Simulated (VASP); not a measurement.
# FeO: single point with PBEsol+U

FeO:

```
Fe O
1.0
     0.00000    2.15540    2.15540
     2.15540    0.00000    2.15540
     2.15540    2.15540    0.00000
Fe O
1 1
Direct
  0.00000 0.00000 0.00000
  0.50000 0.50000 0.50000
```

```json
{"Program": "VASP 6.6.1", "Task": "single point", "Functional": "PBEsol", "Potentials or basis": "VASP PAW PBE potentials, release 64 (Fe_sv, O_h)", "Cutoff": "1340 eV", "k mesh": "8 × 8 × 8", "Occupations": "gaussian, width 0.05 eV", "Spin": "collinear spin, ferromagnetic start", "Starting moments": "[4.0, 0.0] μB", "Hubbard terms": "Fe d U = 5.0 eV", "Dipole correction": "no", "Further INCAR settings": "ALGO = Normal; EDIFF = 1e-06; NBANDS = 22"}
```

| Item | Value |
| --- | --- |
| Pressure | -7.3 GPa |
| Band gap on the k mesh | zero (filled and empty bands overlap) |
| Net moment | 4.00 μB per cell |
| Site moments | Fe +3.69; O +0.17 μB |
| Valence electrons inside the program's atomic spheres | Fe 13.60; O 3.33 |

Levels at points of the mesh, in eV from the Fermi level:
Spin up:
```csv
k point,band 10,band 11,band 12,band 13,band 14,band 15,band 16,band 17
"(0.00, 0.00, 0.00)",-6.78,-4.53,-4.53,-4.53,-0.85,14.24,15.41,15.41
"(0.50, 0.00, 0.00)",-6.10,-5.08,-2.22,-2.22,3.04,7.54,11.41,11.41
"(0.50, 0.50, 0.00)",-5.85,-5.85,-5.74,-5.74,4.18,7.85,9.09,13.69
```
Spin down:
```csv
k point,band 6,band 7,band 8,band 9,band 10,band 11,band 12,band 13
"(0.00, 0.00, 0.00)",-4.12,-4.12,-4.12,-0.77,-0.77,-0.77,-0.22,1.05
"(0.50, 0.00, 0.00)",-8.95,-5.71,-5.71,0.51,0.51,0.58,3.36,3.49
"(0.50, 0.50, 0.00)",-7.88,-5.33,-5.33,-2.39,0.89,0.89,1.70,2.01
```

Eigenvalues of the final occupation matrices:
| site | spin | trace | eigenvalues |
| --- | --- | --- | --- |
| site 1 d | 1 | 4.59 | 0.91 0.91 0.91 0.94 0.94 |
| site 1 d | 2 | 0.92 | 0.07 0.07 0.26 0.26 0.26 |

Wall time 74 s on 1 thread of Intel(R) Xeon(R) Platinum 8488C (Sapphire Rapids) (shared host), peak memory 0.28 GiB.

Caveat: the cell stands under tension; the PAW data sets were made with another functional, which shifts forces and pressure a little; a cell with one magnetic atom can't hold antiferromagnetic order, which such compounds often take. The state reached can hang on the start; a lower one may exist.
